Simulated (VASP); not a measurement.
A run of VASP 6.6.1 is set up as follows.

INCAR

```
  PREC = Accurate
  ENCUT = 520
  EDIFF = 1E-6
  ISMEAR = -1
  SIGMA = 0.05
  LREAL = F
  LASPH = T
  NELM = 100
  ALGO = Normal
  ISIF = 2
  LWAVE = F
  LCHARG = F
  GGA = CA
  NBANDS = 18
```

KPOINTS

```
Automatic mesh
0
Gamma
  9 9 5
```

The input POSCAR:

```
PtS2
1.0
    3.5194194177      0.0000000000      0.0000000000
   -1.7597097089      3.0479066223      0.0000000000
    0.0000000000      0.0000000000      5.0049815314
Pt S
1 2
Direct
    0.0000000000      0.0000000000      0.0000000000
    0.6666666667      0.3333333333      0.7730000000
    0.3333333333      0.6666666667      0.2270000000
```

Potentials or basis: VASP PAW LDA potentials, release 64 (Pt, S).

Launch:

```sh
$ cat potpaw_LDA.64/Pt/POTCAR potpaw_LDA.64/S/POTCAR > POTCAR
$ mpirun -np 1 vasp_std > vasp.out
```

(1) Predict the pressure.

(2) Estimate the largest force.

(3) What does it give for the band gap on the k mesh?

Results:

(1) 7.0 GPa.

(2) 1.122 eV/Å.

(3) 0.93 eV (least direct gap 0.98 eV).

Caveat: the cell stands under pressure; spin-orbit coupling is left out, which moves the levels of the heavy elements; an odd mesh through Γ misses points on the zone boundary, where band edges can lie; forces of over 1 eV/Å act on the atoms, so gaps and moduli don't describe the material at rest.
